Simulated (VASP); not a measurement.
A run of VASP 6.6.1:

Contents of INCAR:

```
  ALGO = Normal
  EDIFF = 1E-6
  ENCUT = 500
  GGA = PE
  GGA_COMPAT = False
  ISIF = 2
  ISMEAR = 0
  LASPH = True
  LCHARG = False
  LREAL = False
  LWAVE = False
  NBANDS = 17
  NELM = 120
  PREC = Accurate
  SIGMA = 0.1
```

KPOINTS

```
k-points
0
Gamma
  6 6 2
```

POSCAR

```
Si3Te
1.0
    3.0859723269      0.0000000000      0.0000000000
    0.0000000000      3.0859723269      0.0000000000
    0.0000000000      0.0000000000      8.0053221932
Si Te
3 1
Direct
    0.0000000000      0.0000000000      0.5000000000
    0.5000000000      0.5000000000      0.3171567181
    0.5000000000      0.5000000000      0.6828432819
    0.0000000000      0.0000000000      0.0000000000
```

Potentials or basis: VASP PAW PBE potentials, release 64 (Si, Te).

Command:

```console
$ cat potpaw_PBE.64/Si/POTCAR potpaw_PBE.64/Te/POTCAR > POTCAR
$ mpirun -np 1 vasp_std > vasp.out
```

Hardware: 1 thread of Intel Xeon 8259CL, on a shared host.

Problem. Estimate the wall time of this run.

Solution. Wall time 54 s on 1 thread of Intel Xeon 8259CL, on a shared host, peak memory 0.15 GiB. Counts: scf iterations 18, k points 20.
